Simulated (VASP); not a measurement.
# La (P6_3/mmc) in VASP: single point with r2SCAN

Aim: the single point of La with r2SCAN.

Program: VASP 6.6.1. These are calculated values, not measurements. Logs are shortened: lines on timing, memory, paths and dates and some standing lists are left out, and cuts for length are marked.

## (1) The cell of the first run

The structure is hexagonal, space group P6_3/mmc (No. 194). Conventional cell: a = 3.922 Å, b = 3.922 Å, c = 6.157 Å, α = 90.00°, β = 90.00°, γ = 120.00°. La (site symmetry -6m2) has 12 La at 3.82 to 3.92 Å within 5.0 Å.

## (2) Single point, r2SCAN

File POSCAR:

```
La
1.0
    1.9609420000      3.3964480000      0.0000000000
   -1.9609420000      3.3964480000      0.0000000000
    0.0000000000      0.0000000000      6.1567430000
La
2
Direct
    0.3333300000      0.3333400000      0.2500000000
    0.6666600000      0.6666700000      0.7500000000
```

File INCAR.step1:

```
SYSTEM = La
PREC = Accurate ; ENCUT = 520
ISMEAR = -1 ; SIGMA = 0.1
LREAL = .FALSE. ; LASPH = .TRUE.
NELM = 100 ; NBANDS = 18
GGA = PE ; ALGO = Normal
EDIFF = 1E-4 ; LWAVE = .TRUE.
LCHARG = .FALSE.
```

File INCAR.step2:

```
SYSTEM = La
PREC = Accurate ; ENCUT = 520
EDIFF = 1E-6 ; ISMEAR = -1
SIGMA = 0.1 ; LREAL = .FALSE.
LASPH = .TRUE. ; NELM = 100
ALGO = Normal ; ISIF = 2
LWAVE = .FALSE. ; LCHARG = .FALSE.
METAGGA = R2SCAN ; LMIXTAU = .TRUE.
NBANDS = 18 ; ISTART = 1
```

File KPOINTS:

```
regular mesh
0
G
  10 10 6
  0 0 0
```

Potentials or basis: VASP PAW PBE potentials, release 64 (La).

The run is started by

```
$ cat potpaw_PBE.64/La/POTCAR > POTCAR
$ cp INCAR.step1 INCAR
$ mpirun -np 1 vasp_std > vasp.out
$ cp INCAR.step2 INCAR
$ mpirun -np 1 vasp_std > vasp.out
```

OUTCAR:

```text
SYSTEM = La
   PREC = Accurate
   ENCUT = 520
   EDIFF = 1E-6
   ISMEAR = -1
   LREAL = .FALSE.
   LASPH = .TRUE.
   NELM = 100
   ISIF = 2
   METAGGA = R2SCAN
   ISTART = 1

 ion  position               nearest neighbor table
   1  0.333  0.333  0.250-
   2  0.667  0.667  0.750-

  LATTYP: Found a hexagonal cell.
 ALAT       =     3.9218812506
 C/A-ratio  =     1.5698443187

  Lattice vectors:

 A1 = (   1.9609420000,  -3.3964480000,   0.0000000000)
 A2 = (   1.9609420000,   3.3964480000,   0.0000000000)
 A3 = (   0.0000000000,   0.0000000000,   6.1567430000)

Analysis of symmetry for initial positions (statically):
=====================================================================
 Subroutine PRICEL returns:
 Original cell was already a primitive cell.

 Routine SETGRP: Setting up the symmetry group for a
 hexagonal supercell.

 Subroutine GETGRP returns: Found  8 space group operations
 (whereof  2 operations were pure point group operations)
 out of a pool of 24 trial point group operations.

The static configuration has the point symmetry C_2 .
 The point group associated with its full space group is D_2h.

Analysis of symmetry for dynamics (positions and initial velocities):
=====================================================================
 Subroutine PRICEL returns:
 Original cell was already a primitive cell.

 Routine SETGRP: Setting up the symmetry group for a
 hexagonal supercell.

 Subroutine GETGRP returns: Found  8 space group operations
 (whereof  2 operations were pure point group operations)
 out of a pool of 24 trial point group operations.

The dynamic configuration has the point symmetry C_2 .
 The point group associated with its full space group is D_2h.

 Subroutine INISYM returns: Found  8 space group operations
 (whereof  2 operations are pure point group operations),
 and found     1 'primitive' translations

----------------------------------------------------------------------------------------

                                     Primitive cell

  volume of cell :      82.0107

  direct lattice vectors                    reciprocal lattice vectors
     1.960942000  3.396448000  0.000000000     0.254979495  0.147212617  0.000000000
    -1.960942000  3.396448000  0.000000000    -0.254979495  0.147212617  0.000000000
     0.000000000  0.000000000  6.156743000     0.000000000  0.000000000  0.162423541

  length of vectors
     3.921881251  3.921881251  6.156743000     0.294425028  0.294425028  0.162423541

  position of ions in fractional coordinates (direct lattice)
     0.333330000  0.333340000  0.250000000
     0.666660000  0.666670000  0.750000000

  ion indices of the primitive-cell ions
   primitive index   ion index
                 1           1
                 2           2

----------------------------------------------------------------------------------------

 KPOINTS: regular mesh

Automatic generation of k-mesh.
 Grid dimensions read from file:
 generate k-points for:   10   10    6

 Generating k-lattice:

  Cartesian coordinates                     Fractional coordinates (reciprocal lattice)
     0.025497949  0.014721262  0.000000000     0.100000000 -0.000000000  0.000000000
    -0.025497949  0.014721262  0.000000000    -0.000000000  0.100000000  0.000000000
     0.000000000  0.000000000  0.027070590     0.000000000  0.000000000  0.166666667

  Length of vectors
     0.029442503  0.029442503  0.027070590

  Shift w.r.t. Gamma in fractional coordinates (k-lattice)
     0.000000000  0.000000000  0.000000000

 Subroutine IBZKPT returns following result:
 ===========================================

 Found    124 irreducible k-points:

 Following reciprocal coordinates:
            Coordinates               Weight
  0.000000  0.000000  0.000000      1.000000
  0.100000  0.000000  0.000000      4.000000
  0.100000  0.100000  0.000000      2.000000
  0.200000  0.000000  0.000000      4.000000
  0.200000  0.200000  0.000000      2.000000
  0.300000 -0.000000  0.000000      4.000000
[... 16 lines left out ...]
  0.400000  0.200000  0.000000      4.000000
 -0.200000  0.200000  0.000000      2.000000
 [... further k-points ...]
   k-points           NKPTS =    124   k-points in BZ     NKDIM =    124   number of bands    NBANDS=     18
   number of dos      NEDOS =    301   number of ions     NIONS =      2
   total plane-waves  NPLWV =  43200
   dimension x,y,z NGX =    30 NGY =   30 NGZ =   48
   dimension x,y,z NGXF=    60 NGYF=   60 NGZF=   96
   ions per type =               2
   NGX,Y,Z   is equivalent  to a cutoff of  12.72, 12.72, 12.96 a.u.
   NGXF,Y,Z  is equivalent  to a cutoff of  25.43, 25.43, 25.92 a.u.
 SYSTEM =  La
   PREC   = accura    normal or accurate (medium, high low for compatibility)
   ISTART =      1    job   : 0-new  1-cont  2-samecut
   ICHARG =      0    charge: 1-file 2-atom 10-const
   ISPIN  =      1    spin polarized calculation?
   LNONCOLLINEAR =      F non collinear calculations
   LSORBIT =      F    spin-orbit coupling
   LASPH  =      T    aspherical Exc in radial PAW
   ENCUT  =  520.0 eV  38.22 Ry    6.18 a.u.   7.29  7.29 11.45*2*pi/ulx,y,z
   NELM   =    100;   NELMIN=  2; NELMDL=  0     # of ELM steps
   EDIFF  = 0.1E-05   stopping-criterion for ELM
   LREAL  =      F    real-space projection
   EDIFFG = 0.1E-04   stopping-criterion for IOM
   NSW    =      0    number of steps for IOM
   IBRION =     -1    ionic relax: 0-MD 1-quasi-New 2-CG
   NFREE  =      0    steps in history (QN), initial steepest desc. (CG)
   ISIF   =      2    stress and relaxation
   ISYM   =      2    0-nonsym 1-usesym 2-fastsym
   POTIM  = 0.5000    time-step for ionic-motion
   TEBEG  =    0.0;   TEEND  =   0.0 temperature during run
   PSTRESS=    0.0 pullay stress
   NELECT =      22.0000    total number of electrons
   NUPDOWN=      -1.0000    fix difference up-down
   EMIN   =  10.00;   EMAX   =-10.00  energy-range for DOS
   EFERMI =   0.00;   METHOD = LEGACY
   ISMEAR =    -1;   SIGMA  =   0.10  broadening in eV -4-tet -1-fermi 0-gaus
   EFERMI_NEDOS =   21; number of points for ismear=-14 and -15
   IALGO  =     38    algorithm
   IMIX   =      4    mixing-type and parameters
     AMIX     =   0.40;   BMIX     =  1.00
     AMIX_MAG =   1.60;   BMIX_MAG =  1.00
  volume/ion in A,a.u.               =      41.01       276.72
  Fermi-wavevector in a.u.,A,eV,Ry     =   1.055825  1.995221 15.167332  1.114767
  Thomas-Fermi vector in A             =   2.191038
   LORBIT       =      0    0 simple, 1 ext, 2 COOP (PROOUT), +10 PAW based schemes
   METAGGA = R2SCAN    functional components
   LHFCALC =     F    Hartree Fock is set to
   AEXX    =    0.0000 exact exchange contribution
   IVDW    =     0    specifies the selected vdW correction
   LEPSILON=     F    determine dielectric tensor
   LRPA    =     F    only Hartree local field effects (RPA)
 non-spin polarized calculation
  energy-cutoff  :      520.00
  volume of cell :       82.01
 maximum number of plane-waves:      2243
 NGX is ok and might be reduce to    30
   NGX = 15   NGY = 15   NGZ = 23

 number of electron      21.9999997 magnetization

 Free energy of the ion-electron system (eV)
  ---------------------------------------------------
  ext. energy  EPLUGINS =         0.00000000
  ---------------------------------------------------
  free energy    TOTEN  =       -59.45911741 eV

  energy without entropy =      -59.32970110  energy(sigma->0) =      -59.39440926

 E-fermi :   7.0429     XC(G=0):  -9.7820

 val. band max:        7.0284750998   @ k =  -0.1000   0.2000   0.0000
 cond. band min:       7.0431652292   @ k =   0.2000   0.0000   0.5000
 fundamental gap:      0.0146901294
 Fermi energy:         7.0429459192

 k-point     1 :       0.0000    0.0000    0.0000
  band No.  band energies     occupation
      1     -27.1690      2.00000
      2     -27.0038      2.00000
      3     -10.9597      2.00000
      4     -10.0292      2.00000
      5     -10.0292      2.00000
      6      -9.8657      2.00000
[... 10 lines left out ...]
     17       8.8182      0.00000
     18       8.8569      0.00000

 k-point     2 :       0.1000    0.0000    0.0000
  band No.  band energies     occupation
      1     -27.1578      2.00000
      2     -26.9997      2.00000
      3     -10.9262      2.00000
      4     -10.1040      2.00000
      5     -10.0541      2.00000
      6      -9.9429      2.00000
[... 10 lines left out ...]
     17       8.8098      0.00000
     18       8.8534      0.00000

 k-point     3 :       0.1000    0.1000    0.0000
  band No.  band energies     occupation
      1     -27.1578      2.00000
      2     -26.9997      2.00000
      3     -10.9262      2.00000
      4     -10.1040      2.00000
      5     -10.0541      2.00000
      6      -9.9429      2.00000
[... 10 lines left out ...]
     17       8.8096      0.00000
     18       8.8527      0.00000

 k-point     4 :       0.2000    0.0000    0.0000
  band No.  band energies     occupation
      1     -27.1277      2.00000
      2     -26.9897      2.00000
      3     -10.8317      2.00000
      4     -10.2981      2.00000
      5     -10.1347      2.00000
      6     -10.1154      2.00000
[... 375 lines left out ...]
      4     -10.5530      2.00000
      5     -10.4752      2.00000
      6     -10.2940      2.00000
[... 10 lines left out ...]
     17       8.9993      0.00000
     18       9.0153      0.00000

 k-point    23 :       0.4000    0.2000    0.0000
  band No.  band energies     occupation
      1     -27.0669      2.00000
      2     -26.9774      2.00000
      3     -10.6189      2.00000
      4     -10.5226      2.00000
      5     -10.4952      2.00000
      6     -10.2114      2.00000
[... 10 lines left out ...]
     17       9.0338      0.00000
     18       9.0780      0.00000

 k-point    24 :      -0.2000    0.2000    0.0000
  band No.  band energies     occupation
      1     -27.0669      2.00000
      2     -26.9774      2.00000
      3     -10.6189      2.00000
      4     -10.5226      2.00000
      5     -10.4952      2.00000
      6     -10.2114      2.00000
[... 10 lines left out ...]
     17       9.0336      0.00000
     18       9.0967      0.00000

 [... further k-points ...]
[... 5 lines left out ...]
  --------------------------------------------------------------------------------------
  -------------------------------------------------------------------------------------
  Total       -0.7977905     -0.7976745     -0.7899063     -0.0000000     -0.0000000      0.0000000
  in kB      -15.5857858    -15.5835203    -15.4317585     -0.0000000     -0.0000000      0.0000000
  external PRESSURE =     -15.5336882 kB  Pullay stress =       0.0000000 kB

 VOLUME and BASIS-vectors are now :
 -----------------------------------------------------------------------------
  energy-cutoff  :      520.00
  volume of cell :       82.01
      direct lattice vectors                 reciprocal lattice vectors
     1.960942000  3.396448000  0.000000000     0.254979495  0.147212617  0.000000000
    -1.960942000  3.396448000  0.000000000    -0.254979495  0.147212617  0.000000000
     0.000000000  0.000000000  6.156743000     0.000000000  0.000000000  0.162423541

 POSITION                                       TOTAL-FORCE (eV/Angst)
 -----------------------------------------------------------------------------------
     -0.00002      2.26431      1.53919         0.000000     -0.000016     -0.000000
     -0.00002      4.52859      4.61756         0.000000      0.000016      0.000000
 -----------------------------------------------------------------------------------
    total drift:                                0.000000      0.000000     -0.000000

  FREE ENERGIE OF THE ION-ELECTRON SYSTEM (eV)
  ---------------------------------------------------
  free  energy   TOTEN  =       -59.4591174067 eV

  energy  without entropy=      -59.3297011050  energy(sigma->0) =      -59.39440926
```

Wall time 12 min (1 thread of Intel Xeon Platinum 8488C (Sapphire Rapids), shared host); peak memory 0.34 GiB.

What came out:

* Free energy: -59.4591 eV
* Pressure: -1.6 GPa
* Band gap on the k mesh: zero (bands 11 and 12 overlap by 1.70 eV)

Levels at points of the mesh, in eV from the Fermi level:
| k point | band 8 | band 9 | band 10 | band 11 | band 12 | band 13 | band 14 | band 15 |
| --- | --- | --- | --- | --- | --- | --- | --- | --- |
| (0.00, 0.00, 0.00) | -16.84 | -3.37 | -1.72 | 1.35 | 1.36 | 1.36 | 1.69 | 1.69 |
| (0.50, 0.00, 0.00) | -17.02 | -1.46 | -1.15 | -1.03 | 0.86 | 1.20 | 1.41 | 1.66 |
| (0.50, 0.50, 0.00) | -17.02 | -1.46 | -1.15 | -1.03 | 0.86 | 1.20 | 1.41 | 1.66 |
| (0.00, 0.00, 0.50) | -16.99 | -2.00 | -2.00 | 0.63 | 0.63 | 1.39 | 1.39 | 1.39 |
| (0.50, 0.00, 0.50) | -17.13 | -1.57 | -1.57 | -0.19 | -0.19 | 1.59 | 1.59 | 1.83 |
| (0.50, 0.50, 0.50) | -17.13 | -1.57 | -1.57 | -0.19 | -0.19 | 1.59 | 1.59 | 1.83 |

Caveat: the PAW data sets were made with another functional, which shifts forces and pressure a little; spin-orbit coupling is left out, which moves the levels of the heavy elements.
